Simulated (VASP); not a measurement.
A run of VASP 6.6.1 is set up as follows.

INCAR

```
PREC = Accurate
ENCUT = 520
EDIFF = 1E-6
ISMEAR = 0
SIGMA = 0.1
LREAL = F
LASPH = T
NELM = 100
ALGO = Fast
ISIF = 2
LWAVE = F
LCHARG = F
GGA = PE
NBANDS = 18
```

KPOINTS

```
regular mesh
0
Gamma
  12 12 10
```

POSCAR

```
ScAl3
1.0
    5.2446598943      0.0000000000      0.0000000000
   -2.6223299471      4.5420087027      0.0000000000
    0.0000000000      0.0000000000      5.0897211609
Sc Al
1 3
Direct
    0.0000000000      0.0000000000      0.0000000000
    0.1664959286      0.8335040714      0.5000000000
    0.1664959286      0.3329918572      0.5000000000
    0.6670081428      0.8335040714      0.5000000000
```

Potentials or basis: VASP PAW PBE potentials, release 64 (Sc_sv, Al).

Command:

```console
$ cat potpaw_PBE.64/Sc_sv/POTCAR potpaw_PBE.64/Al/POTCAR > POTCAR
$ mpirun -np 1 vasp_std > vasp.out
```

Task: What does it give for the largest force?

Result: 0.003 eV/Å.

Task: Estimate the pressure.

Result: 0.0 GPa.

Task: Predict the band gap on the k mesh.

Result: Zero (bands 10 and 11 overlap by 0.71 eV).

Forces on the atoms (eV/Å):
```
Sc   0.000  0.000  0.000
Al   0.003 -0.002  0.000
Al   0.000  0.003  0.000
Al  -0.003 -0.002  0.000
```
